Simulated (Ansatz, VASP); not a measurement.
# Two plane-wave programs on BiSb2O2

```xyz
5
Lattice="3.7659 0.0000 0.0000 0.0000 3.7659 0.0000 0.0000 0.0000 7.7743" Properties=species:S:1:pos:R:3 pbc="T T T"
Sb    0.0000    0.0000    2.1652
Sb    0.0000    0.0000    5.6091
Bi    1.8829    1.8829    0.0000
O     0.0000    1.8829    0.0000
O     1.8829    0.0000    0.0000
```

Alike in both runs: task single point; functional PBE; k mesh 4 × 4 × 2; occupations gaussian, width 0.1 eV; no spin polarisation.

|  | VASP | Ansatz |
| --- | --- | --- |
| version | VASP 6.6.1 | Ansatz 0.2.0 |
| potentials or method | VASP PAW PBE potentials, release 64 (Sb, Bi_d, O), cutoff 520 eV | scalar-relativistic, plane waves, PAW |
| valence electrons in the cell | 37 | 57 |

```tsv
	VASP	Ansatz	Ansatz less VASP
gap on the k mesh at the Fermi level (eV)	none	none	-
pressure (GPa)	27.9	27.9	+0.04
traceless stress, the component that is largest in VASP (GPa)	-22.04	-21.75	+0.283
rms of the force components (eV/Å)	1.041	1.054	+0.0126
```

Atom by atom the forces differ by 0.013 eV/Å (rms over components). A gap of «none» marks a metal or a gap that the smearing closes. With one functional, cell and mesh, what is left measures potentials, basis and numerics. VASP's potentials hold 37 valence electrons a cell and Ansatz's 57, so a difference there can come from the potentials and not from the codes.

The k mesh is coarse, so the values compare programs but aren't converged. Spin-orbit coupling is off throughout.
